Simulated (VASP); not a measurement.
# PrScO: single point with PBE

Crystal: PrScO.

```xyz
3
Lattice="3.1617 0.0000 0.0000 0.0000 3.1617 0.0000 0.0000 0.0000 5.5350" Properties=species:S:1:pos:R:3 pbc="T T T"
Pr    0.0000    0.0000    2.7675
Sc    1.5809    1.5809    0.0000
O     0.0000    0.0000    0.0000
```

The cell was generated, and may not be a known phase.

```yaml
Program: VASP 6.6.1
Task: single point
Functional: PBE
Potentials_or_basis: VASP PAW PBE potentials, release 64 (Pr_3, Sc_sv, O), 4f in core
Cutoff: 600 eV
k_mesh: 6 × 6 × 4
Occupations: gaussian, width 0.1 eV
Spin: no spin polarisation
Dipole_correction: no
Further_INCAR_settings: ALGO = Normal; EDIFF = 1e-06; NBANDS = 21
```

```yaml
Pressure: -0.5 GPa
Band_gap_on_the_k_mesh: zero (bands 14 and 15 overlap by 1.76 eV)
```

Stress tensor (GPa, compression positive):
```
-0.20  0.00  0.00
 0.00 -0.20  0.00
 0.00  0.00 -1.00
```

Levels at points of the mesh, in eV from the Fermi level:
| k point | band 10 | band 11 | band 12 | band 13 | band 14 | band 15 | band 16 | band 17 | band 18 | band 19 |
| --- | --- | --- | --- | --- | --- | --- | --- | --- | --- | --- |
| (0.00, 0.00, 0.00) | -4.80 | -4.26 | -4.26 | -3.04 | -1.35 | 0.06 | 0.76 | 1.81 | 1.81 | 2.61 |
| (0.50, 0.00, 0.00) | -6.80 | -5.61 | -4.96 | -1.37 | -0.20 | 0.46 | 1.90 | 2.53 | 2.73 | 2.76 |
| (0.50, 0.50, 0.00) | -5.29 | -5.29 | -4.24 | -2.79 | -1.40 | -1.40 | 3.03 | 3.16 | 3.69 | 3.69 |
| (0.00, 0.00, 0.50) | -5.87 | -4.30 | -4.30 | -2.08 | -0.87 | -0.57 | 0.06 | 2.27 | 2.27 | 2.62 |
| (0.50, 0.00, 0.50) | -6.98 | -5.85 | -5.65 | -1.60 | -0.35 | 2.09 | 2.33 | 2.46 | 2.75 | 4.11 |
| (0.50, 0.50, 0.50) | -5.44 | -5.44 | -4.97 | -2.38 | 0.36 | 0.36 | 0.85 | 0.85 | 1.43 | 3.30 |

It took 63 s on 1 thread of Intel(R) Xeon(R) Platinum 8488C (Sapphire Rapids), with other jobs on the host, peak memory 0.21 GiB.

Caveat: spin-orbit coupling is left out, which moves the levels of the heavy elements; the 4f electrons are frozen in the core, so they carry no moment and show no levels; the run has no spin polarisation, though such a crystal can be magnetic. Spin polarisation is off, so any magnetic state and its effect on volume and gap are missing.
